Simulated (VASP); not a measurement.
# CdS (P6_3mc) in VASP: further runs

The runs below take CdS through single point, with r2SCAN.

All numbers are computed with VASP 6.6.1; they aren't measurements. Logs are shortened: lines on timing, memory, paths and dates and some standing lists are left out, and cuts for length are marked.

### Step 1. The cell of the first run

It takes space group P6_3mc (No. 186, hexagonal). The conventional cell has a = 4.122 Å, b = 4.122 Å, c = 6.831 Å, α = 90.00°, β = 90.00°, γ = 120.00°. Cd (site symmetry 3m) has 4 S at 2.53 to 2.54 Å within 3.3 Å. Within 3.3 Å of S (site symmetry 3m) lie 4 Cd at 2.53 to 2.54 Å.

### Step 2. Single point, r2SCAN (film at in-plane strain -0.01)

POSCAR

```
CdS
1.0
    4.1221561418      0.0000000000      0.0000000000
   -2.0610780709      3.5698919372      0.0000000000
    0.0000000000      0.0000000000      6.8308679039
Cd S
2 2
Direct
    0.3333333333      0.6666666667      0.0013474316
    0.6666666667      0.3333333333      0.5013474316
    0.3333333333      0.6666666667      0.3736525684
    0.6666666667      0.3333333333      0.8736525684
```

INCAR.step1

```
SYSTEM = CdS
ALGO = Normal
EDIFF = 1E-4
ENCUT = 520
GGA = PE
ISMEAR = 0
LASPH = .True.
LCHARG = .False.
LREAL = .False.
LWAVE = .True.
NBANDS = 26
NELM = 60
PREC = Accurate
SIGMA = 0.01
```

INCAR.step2

```
SYSTEM = CdS
ALGO = Normal
EDIFF = 1E-6
ENCUT = 520
ISIF = 2
ISMEAR = 0
ISTART = 1
LASPH = .True.
LCHARG = .True.
LELF = .True.
LMIXTAU = .True.
LREAL = .False.
LVHAR = .True.
LWAVE = .False.
METAGGA = R2SCAN
NBANDS = 26
NELM = 60
PREC = Accurate
SIGMA = 0.01
```

KPOINTS

```
k-points
0
Gamma
  6 6 4
  0 0 0
```

Potentials or basis: VASP PAW PBE potentials, release 64 (Cd, S).

Command:

```
> cat potpaw_PBE.64/Cd/POTCAR potpaw_PBE.64/S/POTCAR > POTCAR
> cp INCAR.step1 INCAR
> mpirun -np 1 vasp_std > vasp.out
> cp INCAR.step2 INCAR
> mpirun -np 1 vasp_std > vasp.out
```

OUTCAR:

```text
SYSTEM = CdS
   EDIFF = 1E-6
   ENCUT = 520
   ISIF = 2
   ISMEAR = 0
   ISTART = 1
   LASPH = .True.
   LREAL = .False.
   METAGGA = R2SCAN
   NELM = 60
   PREC = Accurate

 ion  position               nearest neighbor table
   1  0.333  0.667  0.001-   4 2.53   4 2.53   4 2.53   3 2.54
   2  0.667  0.333  0.501-   3 2.53   3 2.53   3 2.53   4 2.54
   3  0.333  0.667  0.374-   2 2.53   2 2.53   2 2.53   1 2.54
   4  0.667  0.333  0.874-   1 2.53   1 2.53   1 2.53   2 2.54

  LATTYP: Found a hexagonal cell.
 ALAT       =     4.1221561418
 C/A-ratio  =     1.6571104221

  Lattice vectors:

 A1 = (   4.1221561418,   0.0000000000,   0.0000000000)
 A2 = (  -2.0610780709,   3.5698919372,   0.0000000000)
 A3 = (   0.0000000000,   0.0000000000,   6.8308679039)

Analysis of symmetry for initial positions (statically):
=====================================================================
 Subroutine PRICEL returns:
 Original cell was already a primitive cell.

 Routine SETGRP: Setting up the symmetry group for a
 hexagonal supercell.

 Subroutine GETGRP returns: Found 12 space group operations
 (whereof  6 operations were pure point group operations)
 out of a pool of 24 trial point group operations.

The static configuration has the point symmetry C_3v.
 The point group associated with its full space group is C_6v.

Analysis of symmetry for dynamics (positions and initial velocities):
=====================================================================
 Subroutine PRICEL returns:
 Original cell was already a primitive cell.

 Routine SETGRP: Setting up the symmetry group for a
 hexagonal supercell.

 Subroutine GETGRP returns: Found 12 space group operations
 (whereof  6 operations were pure point group operations)
 out of a pool of 24 trial point group operations.

The dynamic configuration has the point symmetry C_3v.
 The point group associated with its full space group is C_6v.

 Subroutine INISYM returns: Found 12 space group operations
 (whereof  6 operations are pure point group operations),
 and found     1 'primitive' translations

----------------------------------------------------------------------------------------

                                     Primitive cell

  volume of cell :     100.5207

  direct lattice vectors                    reciprocal lattice vectors
     4.122156142  0.000000000  0.000000000     0.242591490  0.140060262  0.000000000
    -2.061078071  3.569891937  0.000000000     0.000000000  0.280120524  0.000000000
     0.000000000  0.000000000  6.830867904     0.000000000  0.000000000  0.146394282

  length of vectors
     4.122156142  4.122156142  6.830867904     0.280120524  0.280120524  0.146394282

  position of ions in fractional coordinates (direct lattice)
     0.333333333  0.666666667  0.001347432
     0.666666667  0.333333333  0.501347432
     0.333333333  0.666666667  0.373652568
     0.666666667  0.333333333  0.873652568

  ion indices of the primitive-cell ions
   primitive index   ion index
                 1           1
                 2           2
                 3           3
                 4           4

----------------------------------------------------------------------------------------

 KPOINTS: k-points

Automatic generation of k-mesh.
 Grid dimensions read from file:
 generate k-points for:    6    6    4

 Generating k-lattice:

  Cartesian coordinates                     Fractional coordinates (reciprocal lattice)
     0.040431915  0.023343377  0.000000000     0.166666667 -0.000000000  0.000000000
     0.000000000  0.046686754  0.000000000     0.000000000  0.166666667  0.000000000
     0.000000000  0.000000000  0.036598570     0.000000000  0.000000000  0.250000000

  Length of vectors
     0.046686754  0.046686754  0.036598570

  Shift w.r.t. Gamma in fractional coordinates (k-lattice)
     0.000000000  0.000000000  0.000000000

 Subroutine IBZKPT returns following result:
 ===========================================

 Found     21 irreducible k-points:

 Following reciprocal coordinates:
            Coordinates               Weight
  0.000000  0.000000  0.000000      1.000000
  0.166667  0.000000  0.000000      6.000000
  0.333333 -0.000000  0.000000      6.000000
  0.500000 -0.000000  0.000000      3.000000
  0.166667  0.166667  0.000000      6.000000
  0.333333  0.166667  0.000000     12.000000
[... 13 lines left out ...]
  0.333333  0.166667  0.500000     12.000000
  0.333333  0.333333  0.500000      2.000000
   k-points           NKPTS =     21   k-points in BZ     NKDIM =     21   number of bands    NBANDS=     26
   number of dos      NEDOS =    301   number of ions     NIONS =      4
   total plane-waves  NPLWV =  55296
   dimension x,y,z NGX =    32 NGY =   32 NGZ =   54
   dimension x,y,z NGXF=    64 NGYF=   64 NGZF=  108
   ions per type =               2   2
   NGX,Y,Z   is equivalent  to a cutoff of  12.91, 12.91, 13.14 a.u.
   NGXF,Y,Z  is equivalent  to a cutoff of  25.81, 25.81, 26.28 a.u.
 SYSTEM =  CdS
   PREC   = accura    normal or accurate (medium, high low for compatibility)
   ISTART =      1    job   : 0-new  1-cont  2-samecut
   ICHARG =      0    charge: 1-file 2-atom 10-const
   ISPIN  =      1    spin polarized calculation?
   LNONCOLLINEAR =      F non collinear calculations
   LSORBIT =      F    spin-orbit coupling
   LASPH  =      T    aspherical Exc in radial PAW
   ENCUT  =  520.0 eV  38.22 Ry    6.18 a.u.   7.66  7.66 12.70*2*pi/ulx,y,z
   NELM   =     60;   NELMIN=  2; NELMDL=  0     # of ELM steps
   EDIFF  = 0.1E-05   stopping-criterion for ELM
   LREAL  =      F    real-space projection
   EDIFFG = 0.1E-04   stopping-criterion for IOM
   NSW    =      0    number of steps for IOM
   IBRION =     -1    ionic relax: 0-MD 1-quasi-New 2-CG
   NFREE  =      0    steps in history (QN), initial steepest desc. (CG)
   ISIF   =      2    stress and relaxation
   ISYM   =      2    0-nonsym 1-usesym 2-fastsym
   POTIM  = 0.5000    time-step for ionic-motion
   TEBEG  =    0.0;   TEEND  =   0.0 temperature during run
   PSTRESS=    0.0 pullay stress
   NELECT =      36.0000    total number of electrons
   NUPDOWN=      -1.0000    fix difference up-down
   EMIN   =  10.00;   EMAX   =-10.00  energy-range for DOS
   EFERMI =   0.00;   METHOD = LEGACY
   ISMEAR =     0;   SIGMA  =   0.01  broadening in eV -4-tet -1-fermi 0-gaus
   EFERMI_NEDOS =   21; number of points for ismear=-14 and -15
   IALGO  =     38    algorithm
   IMIX   =      4    mixing-type and parameters
     AMIX     =   0.40;   BMIX     =  1.00
     AMIX_MAG =   1.60;   BMIX_MAG =  1.00
  volume/ion in A,a.u.               =      25.13       169.59
  Fermi-wavevector in a.u.,A,eV,Ry     =   1.162583  2.196963 18.389615  1.351599
  Thomas-Fermi vector in A             =   2.299142
   LORBIT       =      0    0 simple, 1 ext, 2 COOP (PROOUT), +10 PAW based schemes
   METAGGA = R2SCAN    functional components
   LHFCALC =     F    Hartree Fock is set to
   AEXX    =    0.0000 exact exchange contribution
   IVDW    =     0    specifies the selected vdW correction
   LEPSILON=     F    determine dielectric tensor
   LRPA    =     F    only Hartree local field effects (RPA)
 non-spin polarized calculation
 Gauss-broadening in eV      SIGMA  =   0.01
  energy-cutoff  :      520.00
  volume of cell :      100.52
 maximum number of plane-waves:      2738
 NGX is ok and might be reduce to    32
   NGX = 15   NGY = 15   NGZ = 25

 number of electron      35.9999996 magnetization

 Free energy of the ion-electron system (eV)
  ---------------------------------------------------
  ext. energy  EPLUGINS =         0.00000000
  ---------------------------------------------------
  free energy    TOTEN  =       -59.37257383 eV

  energy without entropy =      -59.37257383  energy(sigma->0) =      -59.37257383

 E-fermi :   1.0610     XC(G=0):  -9.6643

 val. band max:        0.9621123585   @ k =   0.0000   0.0000   0.0000
 cond. band min:       2.5728264579   @ k =   0.0000   0.0000   0.0000
 fundamental gap:      1.6107140994
 Fermi energy:         1.0610405975

 k-point     1 :       0.0000    0.0000    0.0000
  band No.  band energies     occupation
      1     -11.8579      2.00000
      2     -11.4449      2.00000
      3      -6.9736      2.00000
      4      -6.9537      2.00000
      5      -6.9537      2.00000
      6      -6.8641      2.00000
[... 18 lines left out ...]
     25       9.1329      0.00000
     26       9.1329      0.00000

 k-point     2 :       0.1667    0.0000    0.0000
  band No.  band energies     occupation
      1     -11.7633      2.00000
      2     -11.4025      2.00000
      3      -6.9363      2.00000
      4      -6.9160      2.00000
      5      -6.8801      2.00000
      6      -6.8133      2.00000
[... 18 lines left out ...]
     25       8.9557      0.00000
     26       9.7210      0.00000

 k-point     3 :       0.3333   -0.0000    0.0000
  band No.  band energies     occupation
      1     -11.5597      2.00000
      2     -11.3304      2.00000
      3      -6.8766      2.00000
      4      -6.8580      2.00000
      5      -6.7314      2.00000
      6      -6.7002      2.00000
[... 18 lines left out ...]
     25       9.6436      0.00000
     26      10.3958      0.00000

 k-point     4 :       0.5000   -0.0000    0.0000
  band No.  band energies     occupation
      1     -11.4403      2.00000
      2     -11.3115      2.00000
      3      -6.8576      2.00000
      4      -6.8398      2.00000
      5      -6.6494      2.00000
      6      -6.6413      2.00000
[... 18 lines left out ...]
     25       9.6572      0.00000
     26      11.8502      0.00000
[... 409 lines left out ...]
      1     -11.4732      2.00000
      2     -11.4732      2.00000
      3      -6.8251      2.00000
      4      -6.8251      2.00000
      5      -6.7965      2.00000
      6      -6.7965      2.00000
[... 18 lines left out ...]
     25       9.4745      0.00000
     26       9.4745      0.00000

 k-point    20 :       0.3333    0.1667    0.5000
  band No.  band energies     occupation
      1     -11.3687      2.00000
      2     -11.3687      2.00000
      3      -6.7930      2.00000
      4      -6.7930      2.00000
      5      -6.7503      2.00000
      6      -6.7503      2.00000
[... 18 lines left out ...]
     25       9.9712      0.00000
     26       9.9712      0.00000

 k-point    21 :       0.3333    0.3333    0.5000
  band No.  band energies     occupation
      1     -11.3350      2.00000
      2     -11.3350      2.00000
      3      -6.7585      2.00000
      4      -6.7585      2.00000
      5      -6.7536      2.00000
      6      -6.7536      2.00000
[... 18 lines left out ...]
     25      10.7134      0.00000
     26      10.7134      0.00000

------------------------ aborting loop because EDIFF is reached ----------------------------------------

  FORCE on cell =-STRESS in cart. coord.  units (eV):
  Direction    XX          YY          ZZ          XY          YZ          ZX
  --------------------------------------------------------------------------------------
  -------------------------------------------------------------------------------------
  Total        0.8065641      0.8065641      0.2035841      0.0000000     -0.0000000      0.0000000
  in kB       12.8556506     12.8556506      3.2448824      0.0000000     -0.0000000      0.0000000
  external PRESSURE =       9.6520612 kB  Pullay stress =       0.0000000 kB

 VOLUME and BASIS-vectors are now :
 -----------------------------------------------------------------------------
  energy-cutoff  :      520.00
  volume of cell :      100.52
      direct lattice vectors                 reciprocal lattice vectors
     4.122156142  0.000000000  0.000000000     0.242591490  0.140060262  0.000000000
    -2.061078071  3.569891937  0.000000000     0.000000000  0.280120524  0.000000000
     0.000000000  0.000000000  6.830867904     0.000000000  0.000000000  0.146394282

 POSITION                                       TOTAL-FORCE (eV/Angst)
 -----------------------------------------------------------------------------------
     -0.00000      2.37993      0.00920        -0.000000      0.000000      0.002786
      2.06108      1.18996      3.42464         0.000000      0.000000      0.002786
     -0.00000      2.37993      2.55237        -0.000000      0.000000     -0.002786
      2.06108      1.18996      5.96781         0.000000      0.000000     -0.002786
 -----------------------------------------------------------------------------------
    total drift:                               -0.000000     -0.000000      0.004091

  FREE ENERGIE OF THE ION-ELECTRON SYSTEM (eV)
  ---------------------------------------------------
  free  energy   TOTEN  =       -59.3725738279 eV

  energy  without entropy=      -59.3725738279  energy(sigma->0) =      -59.37257383
```

Run time: 2.4 min. Hardware: 1 thread of AMD EPYC 9R45 (Zen 5), shared host; peak memory 0.22 GiB.

Results:

```
Free energy            : -59.3726 eV
Pressure               : 1.0 GPa
Band gap on the k mesh : 1.61 eV
```

Forces in eV/Å, atoms in the order of the input:
```
Cd   0.000  0.000  0.003
Cd   0.000  0.000  0.003
S    0.000  0.000 -0.003
S    0.000  0.000 -0.003
```

Stress tensor (GPa, compression positive):
```
1.29 0.00 0.00
0.00 1.29 0.00
0.00 0.00 0.32
```

Caveat: the cell differs from its parent crystal (film at in-plane strain -0.01); the PAW data sets were made with another functional, which shifts forces and pressure a little.

[end of part 1 of 2]
